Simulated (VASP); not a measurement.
Runs of VASP 6.6.1 on NaCl. The structure is that of space group P4/mmm (No. 123), or close to it. The cells are those of the table. The cell was generated, and may not be a known phase.

| task | cell | k mesh | cutoff (eV) | smearing | gap on the mesh (eV) | pressure (GPa) | relaxed volume (Å³/atom) |
| --- | --- | --- | --- | --- | --- | --- | --- |
| relaxation of cell and atoms | relaxed from a = 3.853, b = 3.853, c = 6.300 Å, 2 atoms | 6 × 6 × 4 | 600 | gaussian 0.02 eV | (a) | 0.0 | 46.75 |
| single point | a = 3.848, b = 3.848, c = 6.504 Å, 2 atoms | 6 × 6 × 4 | 520 | gaussian 0.02 eV | 4.60 | 0.0 | - |
| single point | a = 3.836, b = 3.836, c = 5.863 Å, 2 atoms | 4 × 4 × 4 | 520 | gaussian 0.1 eV | (c) | 0.1 | - |
| relaxation of cell and atoms | relaxed from a = 3.836, b = 3.836, c = 5.863 Å, 2 atoms | 6 × 6 × 4 | 600 | gaussian 0.02 eV | (b) | 0.0 | 43.49 |
| single point | a = 3.818, b = 3.818, c = 5.859 Å, 2 atoms | 4 × 4 × 4 | 520 | gaussian 0.1 eV | 4.56 | 0.3 | - |

Alike in all rows: level PBE; potentials or basis VASP PAW PBE potentials, release 64 (Na_pv, Cl); no spin polarisation.

Task: Fill in the values left out.

Result: (a) 4.57; (b) 4.52; (c) 4.53.

A k mesh can miss the band edges.
